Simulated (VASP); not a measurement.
K:

```xyz
1
Lattice="-2.6125 2.6125 2.6125 2.6125 -2.6125 2.6125 2.6125 2.6125 -2.6125" Properties=species:S:1:pos:R:3 pbc="T T T"
K     0.0000    0.0000    0.0000
```

| Property | Result |
| --- | --- |
| Program | VASP 6.6.1 |
| Task | relaxation of volume and atoms at fixed shape |
| Functional | LDA |
| Potentials or basis | VASP PAW LDA potentials, release 64 (K_sv) |
| Cutoff | 600 eV |
| k mesh | 6 × 6 × 6 |
| Occupations | methfessel-paxton, width 0.1 eV |
| Spin | no spin polarisation |

At the start: pressure -0.4 GPa; volume 71.32 Å³/atom.

Problem. Where does the relaxation end?

Solution. Over 4 steps the energy falls by 8.3 meV/atom and the volume is 64.55 Å³/atom (-9.5 %); space group Im-3m (No. 229, to 0.05 Å).

Step by step:
```csv
step,energy change (eV),largest force (eV/Å),pressure (GPa),volume (Å³)
1,0.0000,0.0000,-0.37,71.32
2,-0.0034,0.0000,-0.29,69.66
3,-0.0082,0.0000,-0.03,65.01
4,-0.0083,0.0000,0.00,64.55
```

Final structure:
```
CELL_PARAMETERS angstrom
-2.52703 2.52703 2.52703
2.52703 -2.52703 2.52703
2.52703 2.52703 -2.52703
ATOMIC_POSITIONS crystal
K 0.00000 0.00000 0.00000
```
